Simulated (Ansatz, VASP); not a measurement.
Given: the input of a run of Ansatz 0.2.0 on Au.

The input input.yaml:

```yaml
crystal:
  lattice:
    - [0.0, 2.035, 1.9536]
    - [2.035, 0.0, 1.9536]
    - [2.035, 2.035, 0.0]
  atoms:
    - { symbol: Au, position: [0.0, 0.0, 0.0] }
hamiltonian:
  xc: pbe
  pseudopotentials: { kind: paw }
kpoints:
  mp_grid: { grid: [10, 10, 10] }
scf:
  occupations: { method: fermi_dirac, width: 0.05 }
output:
  forces: true
  stress: true
  eigenvalues: true
```

Potentials or basis: Ansatz PAW.

Run with:

```sh
$ ansatz run input.yaml --threads 2 --pin off --max-ram 5632MiB --backend cpu --events-out ev --progress --plain --runs-dir out
```

Problem. Translate it to VASP 6.6.1. Potentials there: VASP PAW PBE potentials, release 64 (Au).

Solution. As run (the cutoff follows the program's own potentials):

File INCAR:

```
SYSTEM = Au
  PREC = Accurate
  ENCUT = 520
  EDIFF = 1E-6
  ISMEAR = -1
  SIGMA = 0.05
  LREAL = .FALSE.
  LASPH = .TRUE.
  NELM = 60
  ALGO = Fast
  ISIF = 2
  LWAVE = .FALSE.
  LCHARG = .FALSE.
  GGA = PE
  NBANDS = 12
```

KPOINTS

```
regular mesh
0
G
  10 10 10
  0 0 0
```

File POSCAR:

```
Au
1.0
    0.0000000000      2.0350000000      1.9536000000
    2.0350000000      0.0000000000      1.9536000000
    2.0350000000      2.0350000000      0.0000000000
Au
1
Direct
    0.0000000000      0.0000000000      0.0000000000
```

Potentials or basis: VASP PAW PBE potentials, release 64 (Au).

Command:

```bash
$ cat potpaw_PBE.64/Au/POTCAR > POTCAR
$ mpirun -np 1 vasp_std > vasp.out
```

Both were run:

|  | VASP | Ansatz | Ansatz less VASP |
| --- | --- | --- | --- |
| gap on the k mesh at the Fermi level (eV) | none | none | - |
| pressure (GPa) | 20.1 | 20.4 | +0.27 |
| traceless stress, the component that is largest in VASP (GPa) | -0.27 | -0.30 | -0.030 |

A gap of «none» marks a metal or a gap that the smearing closes. With one functional, cell and mesh, what is left measures potentials, basis and numerics. VASP's potentials hold 11 valence electrons a cell and Ansatz's 19, so a difference there can come from the potentials and not from the codes.

Spin-orbit coupling is off throughout.
